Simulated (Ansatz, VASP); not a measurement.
**AlP: VASP beside Ansatz**

POSCAR

```
AlP
1.0
    0.0000000000      2.7392607961      2.7392607961
    2.7392607961      0.0000000000      2.7392607961
    2.7392607961      2.7392607961      0.0000000000
Al P
1 1
Direct
    0.0000000000      0.0000000000      0.0000000000
    0.2500000000      0.2500000000      0.2500000000
```

Contents of INCAR.step1:

```
  PREC = Accurate
  ENCUT = 550
  ISMEAR = 0
  SIGMA = 0.01
  LREAL = F
  LASPH = T
  NELM = 120
  NBANDS = 11
  GGA = PE
  ALGO = Normal
  EDIFF = 1E-5
  LWAVE = T
  LCHARG = F
  GGA_COMPAT = F
```

INCAR.step2

```
  PREC = Accurate
  ENCUT = 550
  EDIFF = 1E-6
  ISMEAR = 0
  SIGMA = 0.01
  LREAL = F
  LASPH = T
  NELM = 120
  ALGO = Normal
  ISIF = 2
  LWAVE = F
  LCHARG = F
  METAGGA = R2SCAN
  LMIXTAU = T
  NBANDS = 11
  ISTART = 1
  GGA_COMPAT = F
```

KPOINTS

```
regular mesh
0
Gamma
  8 8 8
```

Input for Ansatz:

```yaml
crystal:
  lattice:
    - [0.0, 2.7392607961, 2.7392607961]
    - [2.7392607961, 0.0, 2.7392607961]
    - [2.7392607961, 2.7392607961, 0.0]
  atoms:
    - { symbol: Al, position: [0.0, 0.0, 0.0] }
    - { symbol: P, position: [0.25, 0.25, 0.25] }
kpoints:
  mp_grid: { grid: [8, 8, 8] }
  band_path:
    path:
      - [0.0, 0.0, 0.0]
      - [-0.5, -0.5, 0.0]
      - [-0.375, -0.375, 0.25]
      - [-0.375, 0.0, 0.375]
      - [0.0, 0.0, 0.5]
      - [-0.5, -0.25, 0.25]
      - [0.0, 0.5, 0.5]
    npoints: 1
hamiltonian:
  xc: r2scan
scf:
  occupations: { method: fixed }
  n_extra_bands: 4
output:
  forces: true
  stress: true
  eigenvalues: true
  write_density: true
  write_potential: true
  elf: true
  volumetric_format: npy
```

Alike in both runs: task single point; functional r2SCAN; k mesh 8 × 8 × 8; no spin polarisation.

|  | VASP | Ansatz |
| --- | --- | --- |
| version | VASP 6.6.1 | Ansatz 0.2.0 |
| potentials or method | VASP PAW PBE potentials, release 64 (Al, P) | plane waves, PAW |
| plane-wave cutoff (eV) | 550 | 500 |
| occupations | gaussian, width 0.01 eV | fixed |
| valence electrons in the cell | 8 | 8 |

```tsv
	VASP	Ansatz	Ansatz less VASP
gap on the k mesh at the Fermi level (eV)	1.93	1.93	-0.002
pressure (GPa)	-0.3	0.0	+0.30
```

VASP's potentials were made for PBE, not for r2SCAN.
